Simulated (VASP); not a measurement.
Wanted: the native input for a VASP 6.6.1 run.

| Item | Value |
| --- | --- |
| Task | single point |
| Functional | PBE |
| Potentials or basis | VASP PAW PBE potentials, release 64 (Ta_pv, N) |
| Cutoff | 520 eV |
| k mesh | 18 × 18 × 16 |
| Occupations | gaussian, width 0.15 eV |
| Spin | no spin polarisation |
| Dipole correction | no |
| Further INCAR settings | ALGO = Normal; EDIFF = 1e-07; NBANDS = 15 |

The structure of TaN lies in POSCAR:

```
TaN
1.0
    2.9502209615      0.0000000000      0.0000000000
   -1.4751104807      2.5549662994      0.0000000000
    0.0000000000      0.0000000000      2.8977748891
Ta N
1 1
Direct
    0.3333333333      0.6666666667      0.5000000000
    0.0000000000      0.0000000000      0.0000000000
```

These files were run (other wordings do the same):

INCAR

```
SYSTEM = TaN
  PREC = Accurate
  ENCUT = 520
  EDIFF = 1E-7
  ISMEAR = 0
  SIGMA = 0.15
  LREAL = .False.
  LASPH = .True.
  NELM = 80
  ALGO = Normal
  ISIF = 2
  LWAVE = .False.
  LCHARG = .False.
  GGA = PE
  NBANDS = 15
```

KPOINTS

```
Automatic mesh
0
Gamma
  18 18 16
  0 0 0
```

Potentials or basis: VASP PAW PBE potentials, release 64 (Ta_pv, N).

The run is started by

```sh
$ cat potpaw_PBE.64/Ta_pv/POTCAR potpaw_PBE.64/N/POTCAR > POTCAR
$ mpirun -np 1 vasp_std > vasp.out
```

It gave:

- Pressure: 0.6 GPa
- Band gap on the k mesh: zero (bands 8 and 9 overlap by 0.42 eV)

Caveat: spin-orbit coupling is left out, which moves the levels of the heavy elements.

Run time: 2.1 min on 1 thread of AMD EPYC 7R43 64-Core Processor (Zen 3), with other jobs on the host, peak memory 0.19 GiB.
